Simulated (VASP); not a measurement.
Crystal: Bi.

```
Bi
1.0
     4.87899    0.00000    0.00000
     0.00000    4.87899    0.00000
     0.00000    0.00000    4.87899
Bi
3
Direct
  0.00000 0.50000 0.50000
  0.50000 0.00000 0.50000
  0.50000 0.50000 0.00000
```

```yaml
Program: VASP 6.6.1
Task: relaxation of cell and atoms
Functional: PBE
Potentials_or_basis: VASP PAW PBE potentials, release 64 (Bi_d)
Cutoff: 600 eV
k_mesh: 4 × 4 × 4
Occupations: gaussian, width 0.1 eV
Spin: no spin polarisation
```

At the start: pressure -1.8 GPa; volume 38.71 Å³/atom.

Problem. Where does the relaxation end?

Solution. Over 3 steps the energy falls by 10.3 meV/atom and the volume is 36.97 Å³/atom (-4.5 %); space group Pm-3m (No. 221, to 0.05 Å).

The path:
| step | energy change (eV) | largest force (eV/Å) | pressure (GPa) | volume (Å³) |
| --- | --- | --- | --- | --- |
| 1 | 0.0000 | 0.0000 | -1.81 | 116.14 |
| 2 | -0.0261 | 0.0000 | 0.82 | 108.95 |
| 3 | -0.0310 | 0.0000 | 0.00 | 110.90 |

Final structure:
```yaml
crystal:
  lattice:
    - [4.80443, 0.00000, 0.00000]
    - [0.00000, 4.80443, 0.00000]
    - [0.00000, 0.00000, 4.80443]
  atoms:
    - { symbol: Bi, position: [0.00000, 0.50000, 0.50000] }
    - { symbol: Bi, position: [0.50000, 0.00000, 0.50000] }
    - { symbol: Bi, position: [0.50000, 0.50000, 0.00000] }
```
